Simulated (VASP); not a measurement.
Write the native input for VASP 6.6.1 that does the following.

- Task: single point
- Functional: r2SCAN
- Potentials or basis: VASP PAW PBE potentials, release 64 (P)
- Cutoff: 520 eV
- k mesh: 16 × 16 × 16
- Occupations: fermi-dirac, width 0.1 eV
- Spin: no spin polarisation
- Dipole correction: no
- Further INCAR settings: ALGO = Normal; EDIFF = 1e-07; NBANDS = 8

P:

```
P
1.0
     0.00000    1.88852    1.88852
     1.88852    0.00000    1.88852
     1.88852    1.88852    0.00000
P
1
Cartesian
  0.0000 0.0000 0.0000
```

This cell differs from its parent crystal: volume scaled by 0.92.

These files were run (other wordings do the same):

POSCAR

```
P
1.0
    0.0000000000      1.8885171103      1.8885171103
    1.8885171103      0.0000000000      1.8885171103
    1.8885171103      1.8885171103      0.0000000000
P
1
Direct
    0.0000000000      0.0000000000      0.0000000000
```

INCAR.step1

```
SYSTEM = P
PREC = Accurate
ENCUT = 520
ISMEAR = -1
SIGMA = 0.1
LREAL = .False.
LASPH = .True.
NELM = 60
NBANDS = 8
GGA = PE
ALGO = Normal
EDIFF = 1E-4
LWAVE = .True.
LCHARG = .False.
```

INCAR.step2

```
SYSTEM = P
PREC = Accurate
ENCUT = 520
EDIFF = 1E-7
ISMEAR = -1
SIGMA = 0.1
LREAL = .False.
LASPH = .True.
NELM = 60
ALGO = Normal
ISIF = 2
LWAVE = .False.
LCHARG = .False.
METAGGA = R2SCAN
LMIXTAU = .True.
NBANDS = 8
ISTART = 1
```

KPOINTS

```
regular mesh
0
Gamma
  16 16 16
  0 0 0
```

Potentials or basis: VASP PAW PBE potentials, release 64 (P).

Command:

```console
$ cat potpaw_PBE.64/P/POTCAR > POTCAR
$ cp INCAR.step1 INCAR
$ mpirun -np 1 vasp_std > vasp.out
$ cp INCAR.step2 INCAR
$ mpirun -np 1 vasp_std > vasp.out
```

It gave:

The pressure is 9.3 GPa.

Caveat: the PAW data sets were made with another functional, which shifts forces and pressure a little.

Run time: 26 s on 1 thread of Intel(R) Xeon(R) 6975P-C (Granite Rapids), on a shared host, peak memory 0.12 GiB.
